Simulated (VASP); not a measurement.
Write the native input for VASP 6.6.1 that does the following.

| Property | Result |
| --- | --- |
| Task | single point |
| Functional | r2SCAN |
| Potentials or basis | VASP PAW PBE potentials, release 64 (Zn, S) |
| Cutoff | 520 eV |
| k mesh | 8 × 8 × 8 |
| Occupations | gaussian, width 0.05 eV |
| Spin | no spin polarisation |
| Dipole correction | no |
| Further INCAR settings | ALGO = Normal; EDIFF = 1e-07; NBANDS = 16 |

ZnS:

```xyz
2
Lattice="0.0000 2.7858 2.7858 2.7858 0.0000 2.7858 2.7858 2.7858 0.0000" Properties=species:S:1:pos:R:3 pbc="T T T"
Zn    0.0000    0.0000    0.0000
S     4.1787    4.1787    4.1787
```

This cell differs from its parent crystal: strain +0.030 along x and y, +0.030 along z.

The input as run:

POSCAR

```
ZnS
1.0
    0.0000000000      2.7857895000      2.7857895000
    2.7857895000      0.0000000000      2.7857895000
    2.7857895000      2.7857895000      0.0000000000
Zn S
1 1
Direct
    0.0000000000      0.0000000000      0.0000000000
    0.7500000000      0.7500000000      0.7500000000
```

INCAR.step1

```
PREC = Accurate
ENCUT = 520
ISMEAR = 0
SIGMA = 0.05
LREAL = False
LASPH = True
NELM = 60
NBANDS = 16
GGA = PE
ALGO = Normal
EDIFF = 1E-4
LWAVE = True
LCHARG = False
```

INCAR.step2

```
PREC = Accurate
ENCUT = 520
EDIFF = 1E-7
ISMEAR = 0
SIGMA = 0.05
LREAL = False
LASPH = True
NELM = 60
ALGO = Normal
ISIF = 2
LWAVE = False
LCHARG = True
METAGGA = R2SCAN
LMIXTAU = True
LELF = True
LVHAR = True
NBANDS = 16
ISTART = 1
```

KPOINTS

```
regular mesh
0
Gamma
  8 8 8
```

Potentials or basis: VASP PAW PBE potentials, release 64 (Zn, S).

The run is started by

```sh
$ cat potpaw_PBE.64/Zn/POTCAR potpaw_PBE.64/S/POTCAR > POTCAR
$ cp INCAR.step1 INCAR
$ mpirun -np 1 vasp_std > vasp.out
$ cp INCAR.step2 INCAR
$ mpirun -np 1 vasp_std > vasp.out
```

Results of the run:

| Property | Result |
| --- | --- |
| Pressure | -6.3 GPa |
| Band gap on the k mesh | 2.26 eV, direct |

Caveat: the cell differs from its parent crystal (strain +0.030 along x and y, +0.030 along z); the PAW data sets were made with another functional, which shifts forces and pressure a little.

Wall time 2.4 min on 1 thread of Intel(R) Xeon(R) Platinum 8259CL CPU @ 2.50GHz (Skylake/Cascade Lake) (shared host), peak memory 0.18 GiB.
